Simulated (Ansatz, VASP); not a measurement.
SrCaTe2 in VASP and in Ansatz

File INCAR:

```
PREC = Accurate ; ENCUT = 520
EDIFF = 1E-7 ; ISMEAR = 0
SIGMA = 0.01 ; LREAL = F
LASPH = T ; NELM = 60
ALGO = Normal ; ISIF = 2
LWAVE = F ; LCHARG = T
GGA = PE ; LELF = T
LVHAR = T ; NBANDS = 24
```

KPOINTS

```
Automatic mesh
0
Gamma
  6 6 6
```

File POSCAR:

```
SrCaTe2
1.0
    2.3179785445      1.3382855366      7.5708649702
   -2.3179785445      1.3382855366      7.5708649702
    0.0000000000     -2.6765710732      7.5708649703
Ca Sr Te
1 1 2
Direct
    1.0000000000      0.0000000000      0.0000000000
    0.5000000000      0.5000000000      0.5000000000
    0.2542939536      0.2542939536      0.2542939536
    0.7457060464      0.7457060464      0.7457060464
```

Input for Ansatz:

```yaml
crystal:
  lattice:
    - [2.3179785445, 1.3382855366, 7.5708649702]
    - [-2.3179785445, 1.3382855366, 7.5708649702]
    - [0.0, -2.6765710732, 7.5708649703]
  atoms:
    - { symbol: Ca, position: [1.0, 0.0, 0.0] }
    - { symbol: Sr, position: [0.5, 0.5, 0.5] }
    - { symbol: Te, position: [0.2542939536, 0.2542939536, 0.2542939536] }
    - { symbol: Te, position: [0.7457060464, 0.7457060464, 0.7457060464] }
kpoints:
  mp_grid: { grid: [6, 6, 6] }
hamiltonian:
  xc: pbe
scf:
  occupations: { method: fixed }
  n_extra_bands: 5
output:
  forces: true
  stress: true
  eigenvalues: true
```

Alike in both runs: task single point; functional PBE; k mesh 6 × 6 × 6; no spin polarisation.

```csv
,VASP,Ansatz
version,VASP 6.6.1,Ansatz 0.2.0
potentials or method,"VASP PAW PBE potentials, release 64 (Ca_sv, Sr_sv, Te)","plane waves, PAW"
plane-wave cutoff (eV),520,420
occupations,"gaussian, width 0.01 eV",fixed
valence electrons in the cell,32,52
```

```csv
,VASP,Ansatz,Ansatz less VASP
gap on the k mesh at the Fermi level (eV),1.64,1.66,+0.018
pressure (GPa),0.1,0.0,-0.09
```

VASP's potentials hold 32 valence electrons a cell and Ansatz's 52, so a difference there can come from the potentials and not from the codes.

Neither program's run includes spin-orbit coupling.
